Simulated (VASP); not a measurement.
Bi, a slab with vacuum:

```
Bi
1.0
     4.31490    0.00000    0.00000
    -2.15745    3.73681    0.00000
     0.00000    0.00000   27.05307
Bi
2
Direct
  0.33333 0.66667 0.31274
  0.66667 0.33333 0.37577
```

Base run:

* Program: VASP 6.6.1
* Functional: r2SCAN
* Potentials or basis: VASP PAW PBE potentials, release 64 (Bi_d)
* Cutoff: 440 eV
* k mesh: 12 × 12 × 1
* Occupations: gaussian, width 0.01 eV
* Spin: no spin polarisation

Its results: band gap on the k mesh 0.86 eV, direct; largest force 0.033 eV/Å.

The run is repeated on the same cell with these changes: functional from r2SCAN to PBE; cutoff from 440 eV to 400 eV; further incar settings from ALGO = Normal; EDIFF = 1e-06; NBANDS = 22 to ALGO = Normal; EDIFF = 1e-06; NBANDS = 22; NELMDL = -8. What comes out?

Band gap on the k mesh 0.58 eV, direct; largest force 0.259 eV/Å.

Caveats: spin-orbit coupling is left out, which moves the levels of the heavy elements; the PAW data sets were made with another functional, which shifts forces and pressure a little (some runs).

A k mesh can miss the band edges.
